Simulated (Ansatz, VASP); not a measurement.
**Si2Ni: VASP beside Ansatz**

Contents of INCAR:

```
SYSTEM = Si2Ni
PREC = Accurate
ENCUT = 520
EDIFF = 1E-6
ISMEAR = 0
SIGMA = 0.15
LREAL = .FALSE.
LASPH = .TRUE.
NELM = 100
ALGO = Normal
ISIF = 2
LWAVE = .FALSE.
LCHARG = .FALSE.
GGA = PE
NBANDS = 16
```

Contents of KPOINTS:

```
Automatic mesh
0
G
  16 16 16
  0 0 0
```

POSCAR

```
Si2Ni
1.0
    0.0000000000      2.7642640990      2.8051152926
    2.7642640990      0.0000000000      2.8051152926
    2.7642640990      2.7642640990      0.0000000000
Si Ni
2 1
Direct
    0.2500000000      0.2500000000      0.2500000000
    0.7500000000      0.7500000000      0.7500000000
    0.0000000000      0.0000000000      0.0000000000
```

Input for Ansatz:

```yaml
crystal:
  lattice:
    - [0.0, 2.764264099, 2.8051152926]
    - [2.764264099, 0.0, 2.8051152926]
    - [2.764264099, 2.764264099, 0.0]
  atoms:
    - { symbol: Si, position: [0.25, 0.25, 0.25] }
    - { symbol: Si, position: [0.75, 0.75, 0.75] }
    - { symbol: Ni, position: [0.0, 0.0, 0.0] }
basis:
  ecutwfc: 420
kpoints:
  mp_grid: { grid: [16, 16, 16] }
hamiltonian:
  xc: pbe
scf:
  occupations: { method: gaussian, width: 0.15 }
output:
  forces: true
  stress: true
  eigenvalues: true
```

Change from the starting cell: strain +0.015 along x and y, +0.030 along z, atoms carried along.

Alike in both runs: task single point; functional PBE; k mesh 16 × 16 × 16; occupations gaussian, width 0.15 eV; no spin polarisation.

|  | VASP | Ansatz |
| --- | --- | --- |
| version | VASP 6.6.1 | Ansatz 0.2.0 |
| potentials or method | VASP PAW PBE potentials, release 64 (Si, Ni), cutoff 520 eV | scalar-relativistic, plane waves, PAW |
| valence electrons in the cell | 18 | 26 |

```tsv
	VASP	Ansatz	Ansatz less VASP
gap on the k mesh at the Fermi level (eV)	none	none	-
pressure (GPa)	-7.6	-7.5	+0.08
traceless stress, the component that is largest in VASP (GPa)	-0.46	-0.46	-0.002
```

A gap of «none» marks a metal or a gap that the smearing closes. With one functional, cell and mesh, what is left measures potentials, basis and numerics. VASP's potentials hold 18 valence electrons a cell and Ansatz's 26, so a difference there can come from the potentials and not from the codes.
